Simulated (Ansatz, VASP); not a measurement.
# Ga2O3 in VASP and in Ansatz

File INCAR:

```
SYSTEM = Ga2O3
PREC = Accurate ; ENCUT = 520
EDIFF = 1E-7 ; ISMEAR = 0
SIGMA = 0.05 ; LREAL = .FALSE.
LASPH = .TRUE. ; NELM = 80
ALGO = Normal ; ISIF = 2
LWAVE = .FALSE. ; LCHARG = .TRUE.
GGA = PE ; LELF = .TRUE.
LVHAR = .TRUE. ; NBANDS = 55
```

KPOINTS

```
Automatic mesh
0
G
  6 6 6
  0 0 0
```

Contents of POSCAR:

```
Ga2O3
1.0
    2.5919426699      1.4964587982      4.5410352138
   -2.5919426699      1.4964587982      4.5410352138
    0.0000000000     -2.9929175964      4.5410352138
Ga O
4 6
Direct
    0.3558687539      0.3558687539      0.3558687539
    0.1441312461      0.1441312461      0.1441312461
    0.6441312461      0.6441312461      0.6441312461
    0.8558687539      0.8558687539      0.8558687539
    0.5531733332      0.9468266668      0.2500000000
    0.2500000000      0.5531733332      0.9468266668
    0.9468266668      0.2500000000      0.5531733332
    0.4468266668      0.0531733332      0.7500000000
    0.7500000000      0.4468266668      0.0531733332
    0.0531733332      0.7500000000      0.4468266668
```

Input for Ansatz:

```yaml
crystal:
  lattice:
    - [2.5919426699, 1.4964587982, 4.5410352138]
    - [-2.5919426699, 1.4964587982, 4.5410352138]
    - [0.0, -2.9929175964, 4.5410352138]
  atoms:
    - { symbol: Ga, position: [0.3558687539, 0.3558687539, 0.3558687539] }
    - { symbol: Ga, position: [0.1441312461, 0.1441312461, 0.1441312461] }
    - { symbol: Ga, position: [0.6441312461, 0.6441312461, 0.6441312461] }
    - { symbol: Ga, position: [0.8558687539, 0.8558687539, 0.8558687539] }
    - { symbol: O, position: [0.5531733332, 0.9468266668, 0.25] }
    - { symbol: O, position: [0.25, 0.5531733332, 0.9468266668] }
    - { symbol: O, position: [0.9468266668, 0.25, 0.5531733332] }
    - { symbol: O, position: [0.4468266668, 0.0531733332, 0.75] }
    - { symbol: O, position: [0.75, 0.4468266668, 0.0531733332] }
    - { symbol: O, position: [0.0531733332, 0.75, 0.4468266668] }
basis:
  ecutwfc: 420
kpoints:
  mp_grid: { grid: [6, 6, 6] }
hamiltonian:
  xc: pbe
scf:
  occupations: { method: gaussian, width: 0.05 }
output:
  forces: true
  stress: true
  eigenvalues: true
```

Change from the starting cell: strain +0.025 along x and y, +0.000 along z, atoms carried along.

Alike in both runs: task single point; functional PBE; k mesh 6 × 6 × 6; occupations gaussian, width 0.05 eV; no spin polarisation.

```csv
,VASP,Ansatz
version,VASP 6.6.1,Ansatz 0.2.0
potentials or method,"VASP PAW PBE potentials, release 64 (Ga_d, O), cutoff 520 eV","scalar-relativistic, plane waves, PAW"
valence electrons in the cell,88,88
```

|  | VASP | Ansatz | Ansatz less VASP |
| --- | --- | --- | --- |
| gap on the k mesh at the Fermi level (eV) | 1.86 | 1.87 | +0.010 |
| least direct gap on the mesh (eV) | 2.06 | 2.07 | +0.009 |
| pressure (GPa) | -8.3 | -9.1 | -0.81 |
| traceless stress, the component that is largest in VASP (GPa) | 4.54 | 4.64 | +0.102 |
| rms of the force components (eV/Å) | 0.038 | 0.035 | -0.0030 |

Atom by atom the forces differ by 0.003 eV/Å (rms over components). With one functional, cell and mesh, what is left measures potentials, basis and numerics.
